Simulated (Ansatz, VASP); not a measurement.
**AlAs: VASP beside Ansatz**

File INCAR:

```
SYSTEM = AlAs
  PREC = Accurate
  ENCUT = 500
  EDIFF = 1E-7
  ISMEAR = 0
  SIGMA = 0.01
  LREAL = .False.
  LASPH = .True.
  NELM = 120
  ALGO = Normal
  ISIF = 3
  LWAVE = .False.
  LCHARG = .False.
  GGA = RE
  IVDW = 12
  IBRION = 2
  NSW = 50
  EDIFFG = -0.01
  GGA_COMPAT = .False.
  NELMIN = 4
```

Contents of KPOINTS:

```
Automatic mesh
0
Gamma
  6 6 6
  0 0 0
```

The input POSCAR:

```
AlAs
1.0
    0.0000000000      2.8304000000      2.8304000000
    2.8304000000      0.0000000000      2.8304000000
    2.8304000000      2.8304000000      0.0000000000
Al As
1 1
Direct
    0.0000000000      0.0000000000      0.0000000000
    0.2500000000      0.2500000000      0.2500000000
```

Input for Ansatz:

```yaml
crystal:
  lattice:
    - [0.0, 2.8304, 2.8304]
    - [2.8304, 0.0, 2.8304]
    - [2.8304, 2.8304, 0.0]
  atoms:
    - { symbol: Al, position: [0.0, 0.0, 0.0] }
    - { symbol: As, position: [0.25, 0.25, 0.25] }
basis:
  ecutwfc: 462.593566181796
kpoints:
  mp_grid:
    grid: [6, 6, 6]
hamiltonian:
  xc: revpbe
  dispersion: d3bj
scf:
  occupations:
    method: fixed
relax:
  f_tol: 0.01
  max_steps: 30
  cell: {}
```

Alike in both runs: task relaxation of cell and atoms; functional revPBE; dispersion D3(BJ); k mesh 6 × 6 × 6; no spin polarisation.

|  | VASP | Ansatz |
| --- | --- | --- |
| version | VASP 6.6.1 | Ansatz 0.2.0 |
| potentials or method | VASP PAW PBE potentials, release 64 (Al, As), cutoff 500 eV | plane waves, PAW |
| occupations | gaussian, width 0.01 eV | fixed |
| valence electrons in the cell | 8 | 18 |

VASP gave:

* relaxed volume (Å³/atom): 22.40
* relaxed cell length with the largest relative difference (Å): 3.987

Problem. What did Ansatz give for the same quantities?

Solution. Relaxed volume (Å³/atom): 22.37; relaxed cell length with the largest relative difference (Å): 3.985.

VASP's potentials were made for PBE, not for revPBE. VASP's potentials hold 8 valence electrons a cell and Ansatz's 18, so a difference there can come from the potentials and not from the codes.
